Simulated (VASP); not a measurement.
# SnSe2 (P-3m1) in VASP: further runs, part 2 of 3

VASP 6.6.1. The steps go on from the part before.

## (4) Single point, PBE (biaxial strain in the a-b plane: -6.0 %)

Input file INCAR:

```
SYSTEM = SnSe2
PREC = Accurate ; ENCUT = 520
EDIFF = 1E-7 ; ISMEAR = 0
SIGMA = 0.02 ; LREAL = .FALSE.
LASPH = .TRUE. ; NELM = 60
ALGO = Normal ; ISIF = 2
LWAVE = .FALSE. ; LCHARG = .TRUE.
GGA = PE ; LELF = .TRUE.
LVHAR = .TRUE. ; NBANDS = 20
```

Input file KPOINTS:

```
regular mesh
0
G
  12 12 4
  0 0 0
```

Input file POSCAR:

```
SnSe2
1.0
    3.6393719746      0.0000000000      0.0000000000
   -1.8196859873      3.1517885838      0.0000000000
    0.0000000000      0.0000000000      7.2220606642
Sn Se
1 2
Direct
    0.0000000000      0.0000000000      0.0000000000
    0.6666666667      0.3333333333      0.7748995539
    0.3333333333      0.6666666667      0.2251004461
```

Potentials or basis: VASP PAW PBE potentials, release 64 (Sn_d, Se).

Started as:

```bash
cat potpaw_PBE.64/Sn_d/POTCAR potpaw_PBE.64/Se/POTCAR > POTCAR
mpirun -np 1 vasp_std > vasp.out
```

OUTCAR:

```text
SYSTEM = SnSe2
   PREC = Accurate
   ENCUT = 520
   EDIFF = 1E-7
   ISMEAR = 0
   LREAL = .FALSE.
   LASPH = .TRUE.
   NELM = 60
   ISIF = 2
   GGA = PE

 ion  position               nearest neighbor table
   1  0.000  0.000  0.000-   2 2.66   3 2.66   3 2.66   2 2.66   2 2.66   3 2.66
   2  0.667  0.333  0.775-   1 2.66   1 2.66   1 2.66
   3  0.333  0.667  0.225-   1 2.66   1 2.66   1 2.66

  LATTYP: Found a hexagonal cell.
 ALAT       =     3.6393719746
 C/A-ratio  =     1.9844249817

  Lattice vectors:

 A1 = (   3.6393719746,   0.0000000000,   0.0000000000)
 A2 = (  -1.8196859873,   3.1517885838,   0.0000000000)
 A3 = (   0.0000000000,   0.0000000000,   7.2220606642)

Analysis of symmetry for initial positions (statically):
=====================================================================
 Subroutine PRICEL returns:
 Original cell was already a primitive cell.

 Routine SETGRP: Setting up the symmetry group for a
 hexagonal supercell.

 Subroutine GETGRP returns: Found 12 space group operations
 (whereof 12 operations were pure point group operations)
 out of a pool of 24 trial point group operations.

The static configuration has the point symmetry D_3d.

Analysis of symmetry for dynamics (positions and initial velocities):
=====================================================================
 Subroutine PRICEL returns:
 Original cell was already a primitive cell.

 Routine SETGRP: Setting up the symmetry group for a
 hexagonal supercell.

 Subroutine GETGRP returns: Found 12 space group operations
 (whereof 12 operations were pure point group operations)
 out of a pool of 24 trial point group operations.

The dynamic configuration has the point symmetry D_3d.

 Subroutine INISYM returns: Found 12 space group operations
 (whereof 12 operations are pure point group operations),
 and found     1 'primitive' translations

----------------------------------------------------------------------------------------

                                     Primitive cell

  volume of cell :      82.8409

  direct lattice vectors                    reciprocal lattice vectors
     3.639371975  0.000000000  0.000000000     0.274772682  0.158640082  0.000000000
    -1.819685987  3.151788584  0.000000000     0.000000000  0.317280164  0.000000000
     0.000000000  0.000000000  7.222060664     0.000000000  0.000000000  0.138464636

  length of vectors
     3.639371975  3.639371975  7.222060664     0.317280164  0.317280164  0.138464636

  position of ions in fractional coordinates (direct lattice)
     0.000000000  0.000000000  0.000000000
     0.666666667  0.333333333  0.774899554
     0.333333333  0.666666667  0.225100446

  ion indices of the primitive-cell ions
   primitive index   ion index
                 1           1
                 2           2
                 3           3

----------------------------------------------------------------------------------------

 KPOINTS: regular mesh

Automatic generation of k-mesh.
 Grid dimensions read from file:
 generate k-points for:   12   12    4

 Generating k-lattice:

  Cartesian coordinates                     Fractional coordinates (reciprocal lattice)
     0.022897724  0.013220007  0.000000000     0.083333333  0.000000000  0.000000000
     0.000000000  0.026440014  0.000000000     0.000000000  0.083333333  0.000000000
     0.000000000  0.000000000  0.034616159     0.000000000  0.000000000  0.250000000

  Length of vectors
     0.026440014  0.026440014  0.034616159

  Shift w.r.t. Gamma in fractional coordinates (k-lattice)
     0.000000000  0.000000000  0.000000000

 Subroutine IBZKPT returns following result:
 ===========================================

 Found     69 irreducible k-points:

 Following reciprocal coordinates:
            Coordinates               Weight
  0.000000  0.000000  0.000000      1.000000
  0.083333  0.000000  0.000000      6.000000
  0.166667  0.000000  0.000000      6.000000
  0.250000  0.000000  0.000000      6.000000
  0.333333  0.000000  0.000000      6.000000
  0.416667  0.000000  0.000000      6.000000
[... 16 lines left out ...]
  0.166667  0.000000  0.250000      6.000000
  0.000000  0.166667  0.250000      6.000000
 [... further k-points ...]
   k-points           NKPTS =     69   k-points in BZ     NKDIM =     69   number of bands    NBANDS=     20
   number of dos      NEDOS =    301   number of ions     NIONS =      3
   total plane-waves  NPLWV =  42336
   dimension x,y,z NGX =    28 NGY =   28 NGZ =   54
   dimension x,y,z NGXF=    56 NGYF=   56 NGZF=  108
   ions per type =               1   2
   NGX,Y,Z   is equivalent  to a cutoff of  12.79, 12.79, 12.43 a.u.
   NGXF,Y,Z  is equivalent  to a cutoff of  25.58, 25.58, 24.86 a.u.
 SYSTEM =  SnSe2
   PREC   = accura    normal or accurate (medium, high low for compatibility)
   ISTART =      0    job   : 0-new  1-cont  2-samecut
   ICHARG =      2    charge: 1-file 2-atom 10-const
   ISPIN  =      1    spin polarized calculation?
   LNONCOLLINEAR =      F non collinear calculations
   LSORBIT =      F    spin-orbit coupling
   LASPH  =      T    aspherical Exc in radial PAW
   ENCUT  =  520.0 eV  38.22 Ry    6.18 a.u.   6.77  6.77 13.43*2*pi/ulx,y,z
   NELM   =     60;   NELMIN=  2; NELMDL= -5     # of ELM steps
   EDIFF  = 0.1E-06   stopping-criterion for ELM
   LREAL  =      F    real-space projection
   EDIFFG = 0.1E-05   stopping-criterion for IOM
   NSW    =      0    number of steps for IOM
   IBRION =     -1    ionic relax: 0-MD 1-quasi-New 2-CG
   NFREE  =      0    steps in history (QN), initial steepest desc. (CG)
   ISIF   =      2    stress and relaxation
   ISYM   =      2    0-nonsym 1-usesym 2-fastsym
   POTIM  = 0.5000    time-step for ionic-motion
   TEBEG  =    0.0;   TEEND  =   0.0 temperature during run
   PSTRESS=    0.0 pullay stress
   NELECT =      26.0000    total number of electrons
   NUPDOWN=      -1.0000    fix difference up-down
   EMIN   =  10.00;   EMAX   =-10.00  energy-range for DOS
   EFERMI =   0.00;   METHOD = LEGACY
   ISMEAR =     0;   SIGMA  =   0.02  broadening in eV -4-tet -1-fermi 0-gaus
   EFERMI_NEDOS =   21; number of points for ismear=-14 and -15
   IALGO  =     38    algorithm
   IMIX   =      4    mixing-type and parameters
     AMIX     =   0.40;   BMIX     =  1.00
     AMIX_MAG =   1.60;   BMIX_MAG =  1.00
  volume/ion in A,a.u.               =      27.61       186.35
  Fermi-wavevector in a.u.,A,eV,Ry     =   1.112545  2.102406 16.840709  1.237757
  Thomas-Fermi vector in A             =   2.249121
   LORBIT       =      0    0 simple, 1 ext, 2 COOP (PROOUT), +10 PAW based schemes
   GGA     = PE    functional components
   LHFCALC =     F    Hartree Fock is set to
   AEXX    =    0.0000 exact exchange contribution
   IVDW    =     0    specifies the selected vdW correction
   LEPSILON=     F    determine dielectric tensor
   LRPA    =     F    only Hartree local field effects (RPA)
 non-spin polarized calculation
 Gauss-broadening in eV      SIGMA  =   0.02
  energy-cutoff  :      520.00
  volume of cell :       82.84
 maximum number of plane-waves:      2256
   NGX = 13   NGY = 13   NGZ = 27

 number of electron      26.0000015 magnetization

 Free energy of the ion-electron system (eV)
  ---------------------------------------------------
  ext. energy  EPLUGINS =         0.00000000
  ---------------------------------------------------
  free energy    TOTEN  =       -11.60156461 eV

  energy without entropy =      -11.60156461  energy(sigma->0) =      -11.60156461

 E-fermi :   3.8564     XC(G=0):  -8.9315

 val. band max:        3.7279506354   @ k =   0.0833   0.0000   0.2500
 cond. band min:       4.1913663954   @ k =   0.5000   0.0000   0.5000
 fundamental gap:      0.4634157599
 Fermi energy:         3.8563939826

 k-point     1 :       0.0000    0.0000    0.0000
  band No.  band energies     occupation
      1     -17.7849      2.00000
      2     -17.7849      2.00000
      3     -17.7194      2.00000
      4     -17.7028      2.00000
      5     -17.7028      2.00000
      6     -10.7180      2.00000
[... 12 lines left out ...]
     19      12.6462      0.00000
     20      12.7347      0.00000

 k-point     2 :       0.0833    0.0000    0.0000
  band No.  band energies     occupation
      1     -17.7884      2.00000
      2     -17.7801      2.00000
      3     -17.7164      2.00000
      4     -17.7066      2.00000
      5     -17.7030      2.00000
      6     -10.6378      2.00000
[... 498 lines left out ...]
 k-point    24 :       0.0000    0.1667    0.2500
  band No.  band energies     occupation
      1     -17.7994      2.00000
      2     -17.7678      2.00000
      3     -17.7172      2.00000
      4     -17.7065      2.00000
      5     -17.7032      2.00000
      6     -10.3874      2.00000
[... 12 lines left out ...]
     19      11.7217      0.00000
     20      12.0841      0.00000

 [... further k-points ...]
[... 5 lines left out ...]
  --------------------------------------------------------------------------------------
  -------------------------------------------------------------------------------------
  Total        4.8618283      4.8618283      1.6530780      0.0000000      0.0000000      0.0000000
  in kB       94.0298060     94.0298060     31.9712252      0.0000000      0.0000000      0.0000000
  external PRESSURE =      73.3436124 kB  Pullay stress =       0.0000000 kB

 VOLUME and BASIS-vectors are now :
 -----------------------------------------------------------------------------
  energy-cutoff  :      520.00
  volume of cell :       82.84
      direct lattice vectors                 reciprocal lattice vectors
     3.639371975  0.000000000  0.000000000     0.274772682  0.158640082  0.000000000
    -1.819685987  3.151788584  0.000000000     0.000000000  0.317280164  0.000000000
     0.000000000  0.000000000  7.222060664     0.000000000  0.000000000  0.138464636

 POSITION                                       TOTAL-FORCE (eV/Angst)
 -----------------------------------------------------------------------------------
      0.00000      0.00000      0.00000        -0.000000      0.000000      0.000000
      1.81969      1.05060      5.59637         0.000000      0.000000     -0.500259
     -0.00000      2.10119      1.62569         0.000000     -0.000000      0.500259
 -----------------------------------------------------------------------------------
    total drift:                               -0.000000      0.000000      0.000000

  FREE ENERGIE OF THE ION-ELECTRON SYSTEM (eV)
  ---------------------------------------------------
  free  energy   TOTEN  =       -11.6015646142 eV

  energy  without entropy=      -11.6015646142  energy(sigma->0) =      -11.60156461
```

OSZICAR:

```text
N       E                     dE             d eps       ncg     rms          rms(c)
DAV:   1     0.210704618817E+03    0.21070E+03   -0.12145E+04  2816   0.145E+03
DAV:   2     0.133023874665E+02   -0.19740E+03   -0.18994E+03  2940   0.383E+02
DAV:   3    -0.109923694284E+02   -0.24295E+02   -0.23751E+02  3392   0.116E+02
DAV:   4    -0.118519210164E+02   -0.85955E+00   -0.85820E+00  3332   0.231E+01
DAV:   5    -0.118721752540E+02   -0.20254E-01   -0.20253E-01  3856   0.367E+00    0.550E+00
DAV:   6    -0.116312767453E+02    0.24090E+00   -0.45139E-01  4200   0.736E+00    0.351E+00
DAV:   7    -0.116017371086E+02    0.29540E-01   -0.17414E-01  3392   0.281E+00    0.874E-01
DAV:   8    -0.116010735556E+02    0.66355E-03   -0.14409E-02  3644   0.115E+00    0.302E-01
DAV:   9    -0.116015016132E+02   -0.42806E-03   -0.15839E-03  2976   0.282E-01    0.881E-02
DAV:  10    -0.116015227043E+02   -0.21091E-04   -0.11604E-04  3516   0.849E-02    0.329E-02
DAV:  11    -0.116015627687E+02   -0.40064E-04   -0.70277E-05  2880   0.522E-02    0.955E-03
DAV:  12    -0.116015632572E+02   -0.48852E-06   -0.17088E-06  3472   0.110E-02    0.702E-03
DAV:  13    -0.116015644816E+02   -0.12244E-05   -0.24990E-06  2900   0.927E-03    0.191E-03
DAV:  14    -0.116015646386E+02   -0.15700E-06   -0.83473E-08  2648   0.193E-03    0.505E-04
DAV:  15    -0.116015646142E+02    0.24379E-07   -0.36169E-08  2320   0.190E-03
   1 F= -.11601565E+02 E0= -.11601565E+02  d E =-.143941E-21
```

stdout:

```text
POSCAR found type information on POSCAR SnSe
 POSCAR found :  2 types and       3 ions
 scaLAPACK will be used
 LDA part: xc-table for (Slater+PW92), standard interpolation
 POSCAR, INCAR and KPOINTS ok, starting setup
 FFT: planning ... GRIDC
 FFT: planning ... GRID_SOFT
 FFT: planning ... GRID
 WAVECAR not read
 entering main loop
```

Run time: 62 s. Hardware: 1 thread of Intel Xeon Platinum 8559C (Emerald Rapids), shared host; peak memory 0.26 GiB.

What came out:

```yaml
Free_energy: -11.6016 eV
Pressure: 7.3 GPa
Largest_force: 0.500 eV/Å
Band_gap_on_the_k_mesh: 0.46 eV, indirect (least direct gap 1.06 eV)
```

Forces in eV/Å, atoms in the order of the input:
```
Sn   0.000  0.000  0.000
Se   0.000  0.000 -0.500
Se   0.000  0.000  0.500
```

Stress tensor (GPa, compression positive):
```
9.40 0.00 0.00
0.00 9.40 0.00
0.00 0.00 3.20
```

Caveat: the cell differs from its parent crystal (biaxial strain in the a-b plane: -6.0 %); spin-orbit coupling is left out, which moves the levels of the heavy elements; this functional lacks dispersion, which binds the layers, so the pressure and a relaxed spacing across them are unreliable.

(Continued in part 3 of 3.)
